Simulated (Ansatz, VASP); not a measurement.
## Ir in VASP and in Ansatz

```xyz
1
Lattice="0.0000 1.9151 1.9151 1.9151 0.0000 1.9151 1.9151 1.9151 0.0000" Properties=species:S:1:pos:R:3 pbc="T T T"
Ir    0.0000    0.0000    0.0000
```

Alike in both runs: functional PBEsol; k mesh 48 × 48 × 48; occupations gaussian, width 0.1 eV; no spin polarisation.

Ansatz relaxed the structure, and its values are those at the end. VASP's run is a single point on that final structure, the one shown.

```csv
,VASP,Ansatz
version,VASP 6.6.1,Ansatz 0.2.0
potentials or method,"VASP PAW PBE potentials, release 64 (Ir)","scalar-relativistic, plane waves, PAW"
plane-wave cutoff (eV),520,420
valence electrons in the cell,9,17
```

```tsv
	VASP	Ansatz	Ansatz less VASP
gap on the k mesh at the Fermi level (eV)	none	none	-
pressure (GPa)	0.9	0.0	-0.86
```

VASP's potentials were made for PBE, not for PBEsol. A gap of «none» marks a metal or a gap that the smearing closes. With one functional, cell and mesh, what is left measures potentials, basis and numerics. VASP's potentials hold 9 valence electrons a cell and Ansatz's 17, so a difference there can come from the potentials and not from the codes.

Spin-orbit coupling is off throughout.
